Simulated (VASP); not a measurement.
# GaP (F-43m) in VASP: notebook

The runs below take GaP through single point, with PBE0, RPBE.

Program: VASP 6.6.1. These are calculated values, not measurements. Logs are shortened: lines on timing, memory, paths and dates and some standing lists are left out, and cuts for length are marked.

### 1 The cell of the first run

It takes space group F-43m (No. 216, cubic). Conventional cell: a = 5.451 Å, b = 5.451 Å, c = 5.451 Å, α = 90.00°, β = 90.00°, γ = 90.00°. Within 3.1 Å of Ga (site symmetry -43m) lie 4 P at 2.36 Å. Within 3.1 Å of P (site symmetry -43m) lie 4 Ga at 2.36 Å.

### 2 Single point, PBE0

Input file POSCAR:

```
GaP
1.0
    0.0000000000      2.7252500000      2.7252500000
    2.7252500000      0.0000000000      2.7252500000
    2.7252500000      2.7252500000      0.0000000000
Ga P
1 1
Direct
    0.0000000000      0.0000000000      0.0000000000
    0.7500000000      0.7500000000      0.7500000000
```

Input file INCAR.step1:

```
PREC     = Accurate       # precision mode
ENCUT    = 520            # plane-wave cutoff, eV
EDIFF    = 1E-5           # SCF threshold, eV
ISMEAR   = -1             # smearing method
SIGMA    = 0.05           # smearing width, eV
LREAL    = False          # projectors in reciprocal space
LASPH    = True           # aspherical terms in the spheres
NELM     = 60             # most SCF steps
ALGO     = Normal         # electronic algorithm
ISIF     = 2              # what is computed and relaxed
LWAVE    = True           # write WAVECAR
LCHARG   = False          # write CHGCAR
NBANDS   = 16             # bands
GGA      = PE             # functional
```

Input file INCAR.step2:

```
PREC     = Accurate       # precision mode
ENCUT    = 520            # plane-wave cutoff, eV
EDIFF    = 1E-6           # SCF threshold, eV
ISMEAR   = -1             # smearing method
SIGMA    = 0.05           # smearing width, eV
LREAL    = False          # projectors in reciprocal space
LASPH    = True           # aspherical terms in the spheres
NELM     = 60             # most SCF steps
ALGO     = Normal         # electronic algorithm
ISIF     = 2              # what is computed and relaxed
LWAVE    = False          # write WAVECAR
LCHARG   = False          # write CHGCAR
GGA      = PE             # functional
LHFCALC  = True           # exact exchange
AEXX     = 0.25           # exact-exchange fraction
PRECFOCK = Normal       
NBANDS   = 16             # bands
ISTART   = 1
```

Input file KPOINTS:

```
regular mesh
0
Gamma
  4 4 4
```

Potentials or basis: VASP PAW PBE potentials, release 64 (Ga_d, P).

On the command line:

```sh
cat potpaw_PBE.64/Ga_d/POTCAR potpaw_PBE.64/P/POTCAR > POTCAR
cp INCAR.step1 INCAR
mpirun -np 1 vasp_std > vasp.out
cp INCAR.step2 INCAR
mpirun -np 1 vasp_std > vasp.out
```

OUTCAR:

```text
PREC = Accurate
   ENCUT = 520
   EDIFF = 1E-6
   ISMEAR = -1
   LREAL = False
   LASPH = True
   NELM = 60
   ISIF = 2
   GGA = PE
   LHFCALC = True
   AEXX = 0.25
   PRECFOCK = Normal
   ISTART = 1

 ion  position               nearest neighbor table
   1  0.000  0.000  0.000-   2 2.36   2 2.36   2 2.36   2 2.36
   2  0.750  0.750  0.750-   1 2.36   1 2.36   1 2.36   1 2.36

  LATTYP: Found a face centered cubic cell.
 ALAT       =     5.4505000000

  Lattice vectors:

 A1 = (   0.0000000000,   2.7252500000,   2.7252500000)
 A2 = (   2.7252500000,   0.0000000000,   2.7252500000)
 A3 = (   2.7252500000,   2.7252500000,   0.0000000000)

Analysis of symmetry for initial positions (statically):
[... 5 lines left out ...]
 face centered cubic supercell.

 Subroutine GETGRP returns: Found 24 space group operations
 (whereof 24 operations were pure point group operations)
 out of a pool of 48 trial point group operations.

The static configuration has the point symmetry T_d .

Analysis of symmetry for dynamics (positions and initial velocities):
[... 5 lines left out ...]
 face centered cubic supercell.

 Subroutine GETGRP returns: Found 24 space group operations
 (whereof 24 operations were pure point group operations)
 out of a pool of 48 trial point group operations.

The dynamic configuration has the point symmetry T_d .

 Subroutine INISYM returns: Found 24 space group operations
 (whereof 24 operations are pure point group operations),
 and found     1 'primitive' translations

----------------------------------------------------------------------------------------

                                     Primitive cell

  volume of cell :      40.4808

  direct lattice vectors                    reciprocal lattice vectors
     0.000000000  2.725250000  2.725250000    -0.183469406  0.183469406  0.183469406
     2.725250000  0.000000000  2.725250000     0.183469406 -0.183469406  0.183469406
     2.725250000  2.725250000  0.000000000     0.183469406  0.183469406 -0.183469406

  length of vectors
     3.854085511  3.854085511  3.854085511     0.317778334  0.317778334  0.317778334

  position of ions in fractional coordinates (direct lattice)
     0.000000000  0.000000000  0.000000000
     0.750000000  0.750000000  0.750000000

  ion indices of the primitive-cell ions
   primitive index   ion index
                 1           1
                 2           2

----------------------------------------------------------------------------------------

 KPOINTS: regular mesh

Automatic generation of k-mesh.
 Grid dimensions read from file:
 generate k-points for:    4    4    4

 Generating k-lattice:

  Cartesian coordinates                     Fractional coordinates (reciprocal lattice)
    -0.045867352  0.045867352  0.045867352     0.250000000  0.000000000  0.000000000
     0.045867352 -0.045867352  0.045867352     0.000000000  0.250000000  0.000000000
     0.045867352  0.045867352 -0.045867352     0.000000000  0.000000000  0.250000000

  Length of vectors
     0.079444583  0.079444583  0.079444583

  Shift w.r.t. Gamma in fractional coordinates (k-lattice)
     0.000000000  0.000000000  0.000000000

 Subroutine IBZKPT returns following result:
 ===========================================

 Found      8 irreducible k-points:

 Following reciprocal coordinates:
            Coordinates               Weight
  0.000000  0.000000  0.000000      1.000000
  0.250000  0.000000  0.000000      8.000000
  0.500000  0.000000  0.000000      4.000000
  0.250000  0.250000  0.000000      6.000000
  0.500000  0.250000  0.000000     24.000000
 -0.250000  0.250000  0.000000     12.000000
  0.500000  0.500000  0.000000      3.000000
 -0.250000  0.500000  0.250000      6.000000
   k-points           NKPTS =      8   k-points in BZ     NKDIM =     64   number of bands    NBANDS=     16
   number of dos      NEDOS =    301   number of ions     NIONS =      2
   total plane-waves  NPLWV =  27000
   dimension x,y,z NGX =    30 NGY =   30 NGZ =   30
   dimension x,y,z NGXF=    60 NGYF=   60 NGZF=   60
   ions per type =               1   1
   NGX,Y,Z   is equivalent  to a cutoff of  12.94, 12.94, 12.94 a.u.
   NGXF,Y,Z  is equivalent  to a cutoff of  25.88, 25.88, 25.88 a.u.
 SYSTEM =  unknown system
   PREC   = accura    normal or accurate (medium, high low for compatibility)
   ISTART =      1    job   : 0-new  1-cont  2-samecut
   ICHARG =      0    charge: 1-file 2-atom 10-const
   ISPIN  =      1    spin polarized calculation?
   LNONCOLLINEAR =      F non collinear calculations
   LSORBIT =      F    spin-orbit coupling
   LASPH  =      T    aspherical Exc in radial PAW
   ENCUT  =  520.0 eV  38.22 Ry    6.18 a.u.   7.17  7.17  7.17*2*pi/ulx,y,z
   NELM   =     60;   NELMIN=  2; NELMDL=  0     # of ELM steps
   EDIFF  = 0.1E-05   stopping-criterion for ELM
   LREAL  =      F    real-space projection
   EDIFFG = 0.1E-04   stopping-criterion for IOM
   NSW    =      0    number of steps for IOM
   IBRION =     -1    ionic relax: 0-MD 1-quasi-New 2-CG
   NFREE  =      0    steps in history (QN), initial steepest desc. (CG)
   ISIF   =      2    stress and relaxation
   ISYM   =      3    0-nonsym 1-usesym 2-fastsym
   POTIM  = 0.5000    time-step for ionic-motion
   TEBEG  =    0.0;   TEEND  =   0.0 temperature during run
   PSTRESS=    0.0 pullay stress
   NELECT =      18.0000    total number of electrons
   NUPDOWN=      -1.0000    fix difference up-down
   EMIN   =  10.00;   EMAX   =-10.00  energy-range for DOS
   EFERMI =   0.00;   METHOD = LEGACY
   ISMEAR =    -1;   SIGMA  =   0.05  broadening in eV -4-tet -1-fermi 0-gaus
   EFERMI_NEDOS =   21; number of points for ismear=-14 and -15
   IALGO  =     38    algorithm
   IMIX   =      1    mixing-type and parameters
     AMIX     =   0.40;   BMIX     =  1.00
     AMIX_MAG =   1.60;   BMIX_MAG =  1.00
  volume/ion in A,a.u.               =      20.24       136.59
  Fermi-wavevector in a.u.,A,eV,Ry     =   1.249538  2.361284 21.243377  1.561344
  Thomas-Fermi vector in A             =   2.383574
   LORBIT       =      0    0 simple, 1 ext, 2 COOP (PROOUT), +10 PAW based schemes
   GGA     = PE    functional components
   LHFCALC =     T    Hartree Fock is set to
   PRECFOCK=normal    Normal, Fast or Accurate (Low or Medium for compatibility)
   ENCUT4O =  -1.0   cutoff for four orbital integrals eV
   NKREDX  =     1    reduce k-point grid by
   NKREDY  =     1    reduce k-point grid by
   NKREDZ  =     1    reduce k-point grid by
   AEXX    =    0.2500 exact exchange contribution
   HFSCREEN=    0.0000 screening length (either q_TF or 0.3 A-1)
   HFSCREENC=   0.0000 screening length for correlation (either q_TF or 0.3 A-1)
   ENCUTFOCK=  -1.0 apply spherical cutoff to Coloumb kernel
   IVDW    =     0    specifies the selected vdW correction
   LEPSILON=     F    determine dielectric tensor
   LRPA    =     F    only Hartree local field effects (RPA)
 non-spin polarized calculation
  energy-cutoff  :      520.00
  volume of cell :       40.48
 maximum number of plane-waves:      1106
 NGX is ok and might be reduce to    30
  NGX = 24; NGY = 24; NGZ = 24

 number of electron      17.9999988 magnetization

 Free energy of the ion-electron system (eV)
  ---------------------------------------------------
  ext. energy  EPLUGINS =         0.00000000
  ---------------------------------------------------
  free energy    TOTEN  =       -11.60764428 eV

  energy without entropy =      -11.60764428  energy(sigma->0) =      -11.60764428

 E-fermi :   4.9521     XC(G=0):  -7.7567

 val. band max:        3.8434060367   @ k =   0.0000   0.0000   0.0000
 cond. band min:       6.8847290136   @ k =   0.5000   0.5000   0.0000
 fundamental gap:      3.0413229769
 Fermi energy:         4.9520637109

 k-point     1 :       0.0000    0.0000    0.0000
  band No.  band energies     occupation
      1     -13.2531      2.00000
      2     -13.2531      2.00000
      3     -13.2531      2.00000
      4     -13.1518      2.00000
      5     -13.1518      2.00000
      6      -9.9740      2.00000
[... 8 lines left out ...]
     15      15.5291      0.00000
     16      15.5291      0.00000

 k-point     2 :       0.2500    0.0000    0.0000
  band No.  band energies     occupation
      1     -13.2821      2.00000
      2     -13.2394      2.00000
      3     -13.2394      2.00000
      4     -13.1510      2.00000
      5     -13.1510      2.00000
      6      -9.1382      2.00000
[... 8 lines left out ...]
     15      14.6427      0.00000
     16      15.5373      0.00000

 k-point     3 :       0.5000    0.0000    0.0000
  band No.  band energies     occupation
      1     -13.3098      2.00000
      2     -13.2294      2.00000
      3     -13.2294      2.00000
      4     -13.1464      2.00000
      5     -13.1464      2.00000
      6      -7.7383      2.00000
[... 8 lines left out ...]
     15      17.6288      0.00000
     16      17.6288      0.00000

 k-point     4 :       0.2500    0.2500    0.0000
  band No.  band energies     occupation
      1     -13.3034      2.00000
      2     -13.2239      2.00000
      3     -13.2239      2.00000
      4     -13.1658      2.00000
      5     -13.1424      2.00000
      6      -8.8518      2.00000
[... 8 lines left out ...]
     15      16.5580      0.00000
     16      18.5540      0.00000

 k-point     5 :       0.5000    0.2500    0.0000
  band No.  band energies     occupation
      1     -13.3221      2.00000
      2     -13.2164      2.00000
      3     -13.2101      2.00000
      4     -13.1653      2.00000
      5     -13.1412      2.00000
      6      -7.3825      2.00000
[... 8 lines left out ...]
     15      17.7276      0.00000
     16      19.2899      0.00000

 k-point     6 :      -0.2500    0.2500    0.0000
  band No.  band energies     occupation
      1     -13.3067      2.00000
      2     -13.2256      2.00000
      3     -13.2224      2.00000
      4     -13.1533      2.00000
      5     -13.1507      2.00000
      6      -7.9372      2.00000
[... 8 lines left out ...]
     15      16.9927      0.00000
     16      19.3431      0.00000

 k-point     7 :       0.5000    0.5000    0.0000
  band No.  band energies     occupation
      1     -13.3454      2.00000
      2     -13.1935      2.00000
      3     -13.1935      2.00000
      4     -13.1830      2.00000
      5     -13.1329      2.00000
      6      -6.7545      2.00000
[... 8 lines left out ...]
     15      18.3876      0.00000
     16      18.9048      0.00000

 k-point     8 :      -0.2500    0.5000    0.2500
  band No.  band energies     occupation
      1     -13.3261      2.00000
      2     -13.2180      2.00000
      3     -13.1968      2.00000
      4     -13.1666      2.00000
      5     -13.1442      2.00000
      6      -6.6603      2.00000
[... 8 lines left out ...]
     15      17.9290      0.00000
     16      19.8421      0.00000

------------------------ aborting loop because EDIFF is reached ----------------------------------------

  FORCE on cell =-STRESS in cart. coord.  units (eV):
  Direction    XX          YY          ZZ          XY          YZ          ZX
  --------------------------------------------------------------------------------------
  -------------------------------------------------------------------------------------
  Total        0.1670226      0.1670226      0.1670226      0.0000000      0.0000000     -0.0000000
  in kB        6.6105388      6.6105388      6.6105388      0.0000000      0.0000000     -0.0000000
  external PRESSURE =       6.6105388 kB  Pullay stress =       0.0000000 kB

 VOLUME and BASIS-vectors are now :
 -----------------------------------------------------------------------------
  energy-cutoff  :      520.00
  volume of cell :       40.48
      direct lattice vectors                 reciprocal lattice vectors
     0.000000000  2.725250000  2.725250000    -0.183469406  0.183469406  0.183469406
     2.725250000  0.000000000  2.725250000     0.183469406 -0.183469406  0.183469406
     2.725250000  2.725250000  0.000000000     0.183469406  0.183469406 -0.183469406

 POSITION                                       TOTAL-FORCE (eV/Angst)
 -----------------------------------------------------------------------------------
      0.00000      0.00000      0.00000         0.000000      0.000000      0.000000
      4.08788      4.08788      4.08788        -0.000000     -0.000000     -0.000000
 -----------------------------------------------------------------------------------
    total drift:                                0.000052      0.000061      0.000049

  FREE ENERGIE OF THE ION-ELECTRON SYSTEM (eV)
  ---------------------------------------------------
  free  energy   TOTEN  =       -11.6076442815 eV

  energy  without entropy=      -11.6076442815  energy(sigma->0) =      -11.60764428
```

Run time: 7.6 min. Hardware: 1 thread of AMD EPYC 7R13 (Zen 3), shared host; peak memory 0.14 GiB.

Results:

* Free energy: -11.6076 eV
* Pressure: 0.7 GPa
* Band gap on the k mesh: 3.04 eV, indirect (least direct gap 3.58 eV)

Caveat: the k points lie up to 0.50 Å⁻¹ apart; the PAW data sets were made with another functional, which shifts forces and pressure a little. A k mesh can miss the band edges.

### 3 Single point, RPBE

Input file INCAR:

```
SYSTEM = GaP
ALGO = Normal ; EDIFF = 1E-6
ENCUT = 520 ; GGA = RP
ISIF = 2 ; ISMEAR = 0
LASPH = .True. ; LCHARG = .True.
LELF = .True. ; LREAL = .False.
LVHAR = .True. ; LWAVE = .False.
NBANDS = 16 ; NELM = 80
PREC = Accurate ; SIGMA = 0.05
```

Input file KPOINTS:

```
k-points
0
Gamma
  8 8 8
  0 0 0
```

Edit POSCAR of step 2 so:

```diff
@@ -9,2 +9,2 @@
     0.0000000000      0.0000000000      0.0000000000
-    0.7500000000      0.7500000000      0.7500000000
+    0.2500000000      0.2500000000      0.2500000000
```

Potentials or basis: VASP PAW PBE potentials, release 64 (Ga_d, P).

On the command line:

```sh
cat potpaw_PBE.64/Ga_d/POTCAR potpaw_PBE.64/P/POTCAR > POTCAR
mpirun -np 1 vasp_std > vasp.out
```

It took 10 s on 1 thread of Intel Xeon 6975P-C (Granite Rapids), shared host; peak memory 0.17 GiB.

The run converged. Its results:

- Free energy: -8.4292 eV
- Pressure: 4.4 GPa
- Band gap on the k mesh: 1.73 eV, indirect (least direct gap 1.96 eV)

Levels at points of the mesh, in eV from the valence-band top:
```tsv
k point	band 7	band 8	band 9	band 10	band 11	band 12
(0.00, 0.00, 0.00)	0.00	0.00	0.00	1.96	3.92	3.92
(0.50, 0.00, 0.00)	-6.58	-1.11	-1.11	1.77	4.75	4.75
(0.50, 0.50, 0.00)	-6.71	-2.67	-2.67	1.76	1.90	10.64
```

Caveat: the PAW data sets were made with another functional, which shifts forces and pressure a little.
